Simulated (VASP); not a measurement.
Write the native input for VASP 6.6.1 that does the following.

- Task: single point
- Functional: PBE
- Potentials or basis: VASP PAW PBE potentials, release 64 (Al)
- Cutoff: 500 eV
- k mesh: 4 × 4 × 4
- Occupations: fermi-dirac, width 0.1 eV
- Spin: no spin polarisation
- Dipole correction: no
- Further INCAR settings: ALGO = Normal; EDIFF = 1e-06; NBANDS = 8

The structure of Al lies in POSCAR:

```
Al
1.0
    0.0000000000      2.0776207752      2.0776207752
    2.0776207752      0.0000000000      2.0776207752
    2.0776207752      2.0776207752      0.0000000000
Al
1
Direct
    0.0000000000      0.0000000000      0.0000000000
```

The input as run:

INCAR

```
SYSTEM = Al
ALGO = Normal
EDIFF = 1E-6
ENCUT = 500
GGA = PE
GGA_COMPAT = .False.
ISIF = 2
ISMEAR = -1
LASPH = .True.
LCHARG = .True.
LELF = .True.
LREAL = .False.
LVHAR = .True.
LWAVE = .False.
NBANDS = 8
NELM = 120
PREC = Accurate
SIGMA = 0.1
```

KPOINTS

```
k-points
0
Gamma
  4 4 4
  0 0 0
```

Potentials or basis: VASP PAW PBE potentials, release 64 (Al).

Command:

```bash
$ cat potpaw_PBE.64/Al/POTCAR > POTCAR
$ mpirun -np 1 vasp_std > vasp.out
```

Results of the run:

```yaml
Pressure: -5.1 GPa
```

Caveat: the k points lie up to 0.65 Å⁻¹ apart.

It took 3.5 s on 1 thread of AMD EPYC 7R13, with other jobs on the host, peak memory 0.1 GiB.
